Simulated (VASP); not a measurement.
# LiC2 (P-6m2) in VASP: relaxation of cell and atoms with PBE

Aim: the relaxation of cell and atoms of LiC2 with PBE.

All numbers are computed with VASP 6.6.1; they aren't measurements. Logs are shortened: lines on timing, memory, paths and dates and some standing lists are left out, and cuts for length are marked.

## Step 1: The cell of the first run

Symmetry: P-6m2, No. 187, hexagonal system. The conventional cell has a = 2.680 Å, b = 2.680 Å, c = 4.225 Å, α = 90.00°, β = 90.00°, γ = 120.00°. Within 2.7 Å of Li (site symmetry -6m2) lie 6 C at 1.93 Å and 6 Li at 2.68 Å. Within 2.5 Å of C (site symmetry 3m) lie 2 C at 1.90 to 2.32 Å and 3 Li at 1.93 Å.

The cell was generated, and may not be a known phase.

## Step 2: Relaxation of cell and atoms, PBE

The input, INCAR:

```
PREC = Accurate ; ENCUT = 1300
EDIFF = 1E-7 ; ISMEAR = 0
SIGMA = 0.1 ; LREAL = F
LASPH = T ; NELM = 120
ALGO = Normal ; ISIF = 3
LWAVE = F ; LCHARG = F
GGA = PE ; IBRION = 2
NSW = 90 ; EDIFFG = -0.04
GGA_COMPAT = F ; NELMIN = 4
```

The input, KPOINTS:

```
regular mesh
0
Gamma
  6 6 4
```

The input, POSCAR:

```
LiC2
1.0
    2.6799703300      0.0000000000      0.0000000000
   -1.3399851600      2.3209223800      0.0000000000
    0.0000000000      0.0000000000      4.2246580700
Li C
1 2
Direct
    0.0000000000      0.0000000000      0.0000000000
    0.6666666700      0.3333333300      0.7249647000
    0.6666666700      0.3333333300      0.2750353000
```

Potentials or basis: VASP PAW PBE potentials, release 64 (Li_sv, C_h).

Command:

```console
$ cat potpaw_PBE.64/Li_sv/POTCAR potpaw_PBE.64/C_h/POTCAR > POTCAR
$ mpirun -np 1 vasp_std > vasp.out
```

OUTCAR:

```text
PREC = Accurate
   ENCUT = 1300
   EDIFF = 1E-7
   ISMEAR = 0
   LREAL = F
   LASPH = T
   NELM = 120
   ISIF = 3
   GGA = PE
   IBRION = 2
   NSW = 90
   EDIFFG = -0.04
   NELMIN = 4

 ion  position               nearest neighbor table
   1  0.000  0.000  0.000-   2 1.93   3 1.93   2 1.93   3 1.93   2 1.93   3 1.93
   2  0.667  0.333  0.725-   1 1.93   1 1.93   1 1.93
   3  0.667  0.333  0.275-   1 1.93   1 1.93   1 1.93

  LATTYP: Found a hexagonal cell.
 ALAT       =     2.6799703300
 C/A-ratio  =     1.5763824035

  Lattice vectors:

 A1 = (   2.6799703300,   0.0000000000,   0.0000000000)
 A2 = (  -1.3399851600,   2.3209223800,   0.0000000000)
 A3 = (   0.0000000000,   0.0000000000,   4.2246580700)

Analysis of symmetry for initial positions (statically):
=====================================================================
 Subroutine PRICEL returns:
 Original cell was already a primitive cell.

 Routine SETGRP: Setting up the symmetry group for a
 hexagonal supercell.

 Subroutine GETGRP returns: Found 12 space group operations
 (whereof 12 operations were pure point group operations)
 out of a pool of 24 trial point group operations.

The static configuration has the point symmetry D_3h.

Analysis of symmetry for dynamics (positions and initial velocities):
=====================================================================
 Subroutine PRICEL returns:
 Original cell was already a primitive cell.

 Routine SETGRP: Setting up the symmetry group for a
 hexagonal supercell.

 Subroutine GETGRP returns: Found 12 space group operations
 (whereof 12 operations were pure point group operations)
 out of a pool of 24 trial point group operations.

The dynamic configuration has the point symmetry D_3h.

 Subroutine INISYM returns: Found 12 space group operations
 (whereof 12 operations are pure point group operations),
 and found     1 'primitive' translations

----------------------------------------------------------------------------------------

                                     Primitive cell

  volume of cell :      26.2774

  direct lattice vectors                    reciprocal lattice vectors
     2.679970330  0.000000000  0.000000000     0.373138459  0.215431590  0.000000000
    -1.339985160  2.320922380  0.000000000     0.000000000  0.430863181  0.000000000
     0.000000000  0.000000000  4.224658070     0.000000000  0.000000000  0.236705547

  length of vectors
     2.679970330  2.679970321  4.224658070     0.430863180  0.430863181  0.236705547

  position of ions in fractional coordinates (direct lattice)
     0.000000000  0.000000000  0.000000000
[... 79 lines left out ...]
   NSW    =     90    number of steps for IOM
   IBRION =      2    ionic relax: 0-MD 1-quasi-New 2-CG
   NFREE  =      1    steps in history (QN), initial steepest desc. (CG)
   ISIF   =      3    stress and relaxation
   ISYM   =      2    0-nonsym 1-usesym 2-fastsym
   POTIM  = 0.5000    time-step for ionic-motion
   TEBEG  =    0.0;   TEEND  =   0.0 temperature during run
   PSTRESS=    0.0 pullay stress
   NELECT =      11.0000    total number of electrons
   NUPDOWN=      -1.0000    fix difference up-down
   EMIN   =  10.00;   EMAX   =-10.00  energy-range for DOS
   EFERMI =   0.00;   METHOD = LEGACY
   ISMEAR =     0;   SIGMA  =   0.10  broadening in eV -4-tet -1-fermi 0-gaus
   EFERMI_NEDOS =   21; number of points for ismear=-14 and -15
   IALGO  =     38    algorithm
   IMIX   =      4    mixing-type and parameters
     AMIX     =   0.40;   BMIX     =  1.00
     AMIX_MAG =   1.60;   BMIX_MAG =  1.00
  volume/ion in A,a.u.               =       8.76        59.11
  Fermi-wavevector in a.u.,A,eV,Ry     =   1.224649  2.314251 20.405548  1.499765
  Thomas-Fermi vector in A             =   2.359716
   LORBIT       =      0    0 simple, 1 ext, 2 COOP (PROOUT), +10 PAW based schemes
   GGA     = PE    functional components
   LHFCALC =     F    Hartree Fock is set to
   AEXX    =    0.0000 exact exchange contribution
   IVDW    =     0    specifies the selected vdW correction
   LEPSILON=     F    determine dielectric tensor
   LRPA    =     F    only Hartree local field effects (RPA)
 conjugate gradient relaxation of ions
 non-spin polarized calculation
 Gauss-broadening in eV      SIGMA  =   0.10
  energy-cutoff  :     1300.00
  volume of cell :       26.28
 maximum number of plane-waves:      2820
 NGX is ok and might be reduce to    32
   NGX = 15   NGY = 15   NGZ = 25

--------------------------------------- Ionic step        1  -------------------------------------------

 number of electron      10.9999999 magnetization

 Free energy of the ion-electron system (eV)
  ---------------------------------------------------
  ext. energy  EPLUGINS =         0.00000000
  ---------------------------------------------------
  free energy    TOTEN  =       -12.24305949 eV

  energy without entropy =      -12.23708523  energy(sigma->0) =      -12.24007236

------------------------ aborting loop because EDIFF is reached ----------------------------------------

  FORCE on cell =-STRESS in cart. coord.  units (eV):
  Direction    XX          YY          ZZ          XY          YZ          ZX
  --------------------------------------------------------------------------------------
  -------------------------------------------------------------------------------------
  Total       -0.3034695     -0.3034695     -1.2633819     -0.0000000      0.0000000      0.0000000
  in kB      -18.5030543    -18.5030541    -77.0305624     -0.0000000      0.0000000      0.0000000
  external PRESSURE =     -38.0122236 kB  Pullay stress =       0.0000000 kB
[... 863 lines left out ...]
 k-point    21 :       0.3333    0.3333    0.5000
  band No.  band energies     occupation
      1     -44.3149      2.00000
      2     -10.6705      2.00000
      3      -3.9663      2.00000
      4      -1.4981      2.00000
      5      -1.2927      2.00000
      6       0.4756      1.99900
      7       2.3080      0.00000
      8       3.1548      0.00000
      9       9.4140      0.00000

[... ionic steps 4 to 50 ...]

--------------------------------------- Ionic step       51  -------------------------------------------

 number of electron      10.9999998 magnetization

------------------------ aborting loop because EDIFF is reached ----------------------------------------
[... 69 lines left out ...]
--------------------------------------- Ionic step       53  -------------------------------------------

 number of electron      10.9999998 magnetization

 Free energy of the ion-electron system (eV)
  ---------------------------------------------------
  ext. energy  EPLUGINS =         0.00000000
  ---------------------------------------------------
  free energy    TOTEN  =       -16.20872718 eV

  energy without entropy =      -16.20388262  energy(sigma->0) =      -16.20630490

 E-fermi :   0.7740     XC(G=0):  -9.1237

 val. band max:        0.6731584521   @ k =   0.3333  -0.0000   0.2500
 cond. band min:       0.7956702647   @ k =   0.3333  -0.0000   0.5000
 fundamental gap:      0.1225118127
 Fermi energy:         0.7739836710
[... 280 lines left out ...]
  FREE ENERGIE OF THE ION-ELECTRON SYSTEM (eV)
  ---------------------------------------------------
  free  energy   TOTEN  =       -16.2087271771 eV

  energy  without entropy=      -16.2038826161  energy(sigma->0) =      -16.20630490

 reached required accuracy - stopping structural energy minimisation
```

OSZICAR:

```text
N       E                     dE             d eps       ncg     rms          rms(c)
DAV:   1     0.484753684848E+02    0.48475E+02   -0.81834E+03   378   0.219E+03
DAV:   2    -0.936262765232E+01   -0.57838E+02   -0.56514E+02   605   0.239E+02
DAV:   3    -0.124368057205E+02   -0.30742E+01   -0.29162E+01   419   0.547E+01
[... 510 lines left out ...]
DAV:   1    -0.162088366868E+02   -0.27054E-03   -0.35269E-03   390   0.747E-01    0.632E-02
DAV:   2    -0.162087498305E+02    0.86856E-04   -0.27548E-04   599   0.161E-01    0.365E-02
DAV:   3    -0.162087280830E+02    0.21747E-04   -0.75212E-05   398   0.701E-02    0.977E-03
DAV:   4    -0.162087272276E+02    0.85543E-06   -0.37291E-06   599   0.197E-02    0.314E-03
DAV:   5    -0.162087271771E+02    0.50498E-07   -0.19731E-07   380   0.445E-03
  53 F= -.16208727E+02 E0= -.16206305E+02  d E =-.161009E-03
```

CONTCAR:

```text
LiC2
   1.00000000000000
     3.1114878667000672    0.0000000009715019    0.0000000000000000
    -1.5557439267036088    2.6946275249082419    0.0000000000000000
     0.0000000000000000    0.0000000000000000    4.2618546544142850
  Li              C
     1     2
Direct
     0.0000000000000000    0.0000000000000000    0.0000000000000000
     0.6666666699999979    0.3333333300000021    0.3503485762358851
     0.6666666699999979    0.3333333300000021    0.6496514237641148

  0.00000000E+00  0.00000000E+00  0.00000000E+00
  0.00000000E+00  0.00000000E+00  0.00000000E+00
  0.00000000E+00  0.00000000E+00  0.00000000E+00
```

Run time: 12 min. Hardware: 1 thread of AMD EPYC 7R43 (Zen 3), shared host; peak memory 0.19 GiB.

What came out:

* Free energy: -16.2087 eV
* Relaxed volume: 11.91 Å³/atom
* Relaxed cell: a = 3.111 Å, b = 3.111 Å, c = 4.262 Å, α = 90.00°, β = 90.00°, γ = 120.00°
* Space group after relaxing (to 0.1 Å): P-6m2 (No. 187)
* Pressure after relaxing: 0.1 GPa
* Largest force after relaxing: 0.036 eV/Å
* Band gap on the k mesh: zero (an odd number of electrons rules out a gap without spin polarisation)

Forces on the atoms (eV/Å):
```
Li   0.000  0.000  0.000
C    0.000  0.000 -0.036
C    0.000  0.000  0.036
```

Final structure:
```xyz
3
Lattice="3.1115 0.0000 0.0000 -1.5557 2.6946 0.0000 0.0000 0.0000 4.2619" Properties=species:S:1:pos:R:3 pbc="T T T"
Li    0.0000    0.0000    0.0000
C     1.5557    0.8982    1.4931
C     1.5557    0.8982    2.7687
```

Levels at points of the mesh, in eV from the Fermi level:
```
           k point  band 1  band 2  band 3  band 4  band 5  band 6  band 7  band 8  band 9
(0.00, 0.00, 0.00)  -44.12  -13.27   -4.22   -3.27    0.45    0.45    7.75    7.75   10.25
(0.50, 0.00, 0.00)  -44.11  -12.30   -3.45   -2.56   -2.17   -0.41    3.46    6.95    8.24
(0.00, 0.00, 0.50)  -44.12  -13.17   -5.91   -1.01    0.62    0.62    7.02    7.02    9.79
(0.50, 0.00, 0.50)  -44.11  -12.21   -4.46   -3.18   -0.16    0.33    2.05    5.67   10.48
```

Caveat: the k points lie up to 0.39 Å⁻¹ apart in the final cell, too coarse for converged energies and pressures of a metal; the volume moved by over 15 % at a fixed basis, so the end points are rough; an odd number of electrons without spin polarisation forces a metal; a magnetic or distorted state may lie lower.

The gap in the log of VASP goes by the Fermi energy; the results here count the filled bands.